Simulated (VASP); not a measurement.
Wanted: the native input for a VASP 6.6.1 run.

```
Task                   : single point
Functional             : PBE
Dispersion             : D4
Potentials or basis    : VASP PAW PBE potentials, release 64 (In_d, P)
Cutoff                 : 520 eV
k mesh                 : 8 × 8 × 8
Occupations            : gaussian, width 0.05 eV
Spin                   : no spin polarisation
Dipole correction      : no
Further INCAR settings : ALGO = Normal; EDIFF = 1e-06; NBANDS = 16
```

The structure of InP lies in POSCAR:

```
InP
1.0
    0.0000000000      2.9305005221      2.9305005221
    2.9305005221      0.0000000000      2.9305005221
    2.9305005221      2.9305005221      0.0000000000
In P
1 1
Direct
    0.0000000000      0.0000000000      0.0000000000
    0.7500000000      0.7500000000      0.7500000000
```

These files were run (other wordings do the same):

INCAR

```
PREC = Accurate
ENCUT = 520
EDIFF = 1E-6
ISMEAR = 0
SIGMA = 0.05
LREAL = False
LASPH = True
NELM = 60
ALGO = Normal
ISIF = 2
LWAVE = False
LCHARG = False
GGA = PE
IVDW = 13
NBANDS = 16
```

KPOINTS

```
regular mesh
0
Gamma
  8 8 8
```

Potentials or basis: VASP PAW PBE potentials, release 64 (In_d, P).

Launch:

```sh
$ cat potpaw_PBE.64/In_d/POTCAR potpaw_PBE.64/P/POTCAR > POTCAR
$ mpirun -np 1 vasp_std > vasp.out
```

Results of the run:

| Property | Result |
| --- | --- |
| Pressure | 1.0 GPa |
| Band gap on the k mesh | 0.71 eV, direct |
| Dispersion energy per atom | -0.337 eV |

Caveat: spin-orbit coupling is left out, which moves the levels of the heavy elements.

Wall time 30 s on 1 thread of AMD EPYC 7R13, on a shared host, peak memory 0.15 GiB.
